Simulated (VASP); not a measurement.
Input of a VASP 6.6.1 run:

File INCAR:

```
PREC     = Accurate       # precision mode
ENCUT    = 600            # plane-wave cutoff, eV
EDIFF    = 1E-6           # SCF threshold, eV
ISMEAR   = 0              # smearing method
SIGMA    = 0.1            # smearing width, eV
LREAL    = False          # projectors in reciprocal space
LASPH    = True           # aspherical terms in the spheres
NELM     = 60             # most SCF steps
ALGO     = Normal         # electronic algorithm
ISIF     = 3              # what is computed and relaxed
LWAVE    = False          # write WAVECAR
LCHARG   = False          # write CHGCAR
GGA      = PE             # functional
IBRION   = 2              # ionic algorithm
NSW      = 90             # ionic steps
EDIFFG   = -0.04          # ionic threshold
```

KPOINTS

```
regular mesh
0
Gamma
  3 3 6
```

File POSCAR:

```
SnSb2C3
1.0
    6.0711736800      0.0000000000      0.0000000000
   -3.0355868400      5.2577906400      0.0000000000
    0.0000000000      0.0000000000      3.6574633500
Sn Sb C
1 2 3
Direct
    0.0000000000      0.0000000000      0.0000000000
    0.3333333300      0.6666666700      0.0000000000
    0.6666666700      0.3333333300      0.0000000000
    0.5000000000      0.0000000000      0.5000000000
    0.5000000000      0.5000000000      0.5000000000
    0.0000000000      0.5000000000      0.5000000000
```

Potentials or basis: VASP PAW PBE potentials, release 64 (Sn_d, Sb, C).

Command:

```console
$ cat potpaw_PBE.64/Sn_d/POTCAR potpaw_PBE.64/Sb/POTCAR potpaw_PBE.64/C/POTCAR > POTCAR
$ mpirun -np 1 vasp_std > vasp.out
```

Q: Estimate the relaxed cell.

A: a = 5.967 Å, b = 5.967 Å, c = 3.197 Å, α = 90.00°, β = 90.00°, γ = 120.00°.

Q: Predict the band gap on the k mesh.

A: Zero (bands 18 and 19 overlap by 1.74 eV).

Stress tensor (GPa, compression positive):
```
0.08 0.00 0.00
0.00 0.08 0.00
0.00 0.00 0.28
```

Caveat: the k points lie up to 0.41 Å⁻¹ apart in the final cell, too coarse for converged energies and pressures of a metal; spin-orbit coupling is left out, which moves the levels of the heavy elements.
